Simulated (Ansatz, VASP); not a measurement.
## Two plane-wave programs on Gd

INCAR

```
SYSTEM = Gd
PREC     = Accurate       ! precision mode
ENCUT    = 520            ! plane-wave cutoff, eV
EDIFF    = 1E-6           ! SCF threshold, eV
ISMEAR   = -1             ! smearing method
SIGMA    = 0.05           ! smearing width, eV
LREAL    = .FALSE.        ! projectors in reciprocal space
LASPH    = .TRUE.         ! aspherical terms in the spheres
NELM     = 150            ! most SCF steps
ALGO     = Normal         ! electronic algorithm
ISIF     = 2              ! what is computed and relaxed
LWAVE    = .FALSE.        ! write WAVECAR
LCHARG   = .FALSE.        ! write CHGCAR
ISPIN    = 2              ! spin polarisation
MAGMOM   = 7.3            ! initial moments
LORBIT   = 11             ! projections on sites
LMAXMIX  = 6              ! l up to which the mixer works
GGA      = PE             ! functional
NBANDS   = 19             ! bands
```

Contents of KPOINTS:

```
Automatic mesh
0
G
  12 12 12
  0 0 0
```

File POSCAR:

```
Gd
1.0
    0.0000000000      2.5858190855      2.5858190855
    2.5858190855      0.0000000000      2.5858190855
    2.5858190855      2.5858190855      0.0000000000
Gd
1
Direct
    0.0000000000      0.0000000000      0.0000000000
```

Input for Ansatz:

```yaml
crystal:
  lattice:
    - [0.0, 2.5858190855, 2.5858190855]
    - [2.5858190855, 0.0, 2.5858190855]
    - [2.5858190855, 2.5858190855, 0.0]
  atoms:
    - { symbol: Gd, position: [0.0, 0.0, 0.0], spin: 7.3 }
magnetization:
  spin_polarized: true
kpoints:
  mp_grid: { grid: [12, 12, 12] }
  band_path:
    path:
      - [0.0, 0.0, 0.0]
      - [0.5, 0.0, 0.5]
      - [0.625, 0.25, 0.625]
      - [0.375, 0.375, 0.75]
      - [0.0, 0.0, 0.0]
      - [0.5, 0.5, 0.5]
      - [0.5, 0.25, 0.75]
      - [0.5, 0.0, 0.5]
    npoints: 8
scf:
  occupations: { method: fermi_dirac, width: 0.05 }
hamiltonian:
  xc: pbe
  pseudopotentials: { kind: paw }
output:
  eigenvalues: false
  eigenstates:
    nscf_kmesh: { grid: [12, 12, 12] }
    top_band: c22
    exchange_couplings: { magnetic: [{ species: Gd }] }
```

Alike in both runs: task single point; functional PBE; k mesh 12 × 12 × 12; occupations fermi-dirac, width 0.05 eV; collinear spin.

|  | VASP | Ansatz |
| --- | --- | --- |
| version | VASP 6.6.1 | Ansatz 0.2.0 |
| potentials or method | VASP PAW PBE potentials, release 64 (Gd) | PAW with Ansatz's default frozen-core files, scalar-relativistic |
| plane-wave cutoff (eV) | 520 | 420 |
| valence electrons in the cell | 18 | 18 |

|  | VASP | Ansatz | Ansatz less VASP |
| --- | --- | --- | --- |
| net moment per atom (μB) | 7.53 | 7.52 | -0.007 |
| size of the moment on the site where the two differ most (μB) | 6.94 | 7.28 | +0.341 |

Site moments also hang on the region over which each program counts them.

Spin-orbit coupling is off throughout.
